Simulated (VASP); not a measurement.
Write the native input for VASP 6.6.1 that does the following.

| Item | Value |
| --- | --- |
| Task | single point |
| Functional | PBE |
| Potentials or basis | VASP PAW PBE potentials, release 64 (Mg, O) |
| Cutoff | 520 eV |
| k mesh | 9 × 9 × 6 |
| Occupations | gaussian, width 0.02 eV |
| Spin | no spin polarisation |
| Dipole correction | no |
| Further INCAR settings | ALGO = Normal; EDIFF = 1e-06; NBANDS = 16 |

The structure of MgO lies in POSCAR:

```
MgO
1.0
    3.2404404435      0.0000000000      0.0000000000
   -1.6202202218      2.8629947229     -0.0572925512
    0.0000000000     -0.0996576334      4.8575123672
Mg O
2 2
Direct
    0.3336864598      0.6673729295     -0.0013698135
    0.6593043199      0.3186086297      0.5185146700
    0.3265988400      0.6531976899      0.4168522014
    0.6804103804      0.3608207508      0.8752029421
```

This cell differs from its parent crystal: strained and its atoms moved.

The input as run:

INCAR

```
SYSTEM = MgO
ALGO     = Normal         ! electronic algorithm
EDIFF    = 1E-6           ! SCF threshold, eV
ENCUT    = 520            ! plane-wave cutoff, eV
GGA      = PE             ! functional
ISIF     = 2              ! what is computed and relaxed
ISMEAR   = 0              ! smearing method
LASPH    = .TRUE.         ! aspherical terms in the spheres
LCHARG   = .TRUE.         ! write CHGCAR
LELF     = .TRUE.         ! ELF
LREAL    = .FALSE.        ! projectors in reciprocal space
LVHAR    = .TRUE.       
LWAVE    = .FALSE.        ! write WAVECAR
NBANDS   = 16             ! bands
NELM     = 60             ! most SCF steps
PREC     = Accurate       ! precision mode
SIGMA    = 0.02           ! smearing width, eV
```

KPOINTS

```
k-points
0
G
  9 9 6
  0 0 0
```

Potentials or basis: VASP PAW PBE potentials, release 64 (Mg, O).

The run is started by

```console
$ cat potpaw_PBE.64/Mg/POTCAR potpaw_PBE.64/O/POTCAR > POTCAR
$ mpirun -np 1 vasp_std > vasp.out
```

It gave:

| Quantity | Value |
| --- | --- |
| Pressure | 14.1 GPa |
| Largest force | 4.390 eV/Å |
| Band gap on the k mesh | 3.71 eV |

Caveat: the cell differs from its parent crystal (strained and its atoms moved); the cell stands under pressure; an odd mesh through Γ misses points on the zone boundary, where band edges can lie; forces of over 1 eV/Å act on the atoms, so gaps and moduli don't describe the material at rest.

It took 28 s on 1 thread of Intel(R) Xeon(R) 6975P-C (Granite Rapids), with other jobs on the host, peak memory 0.22 GiB.
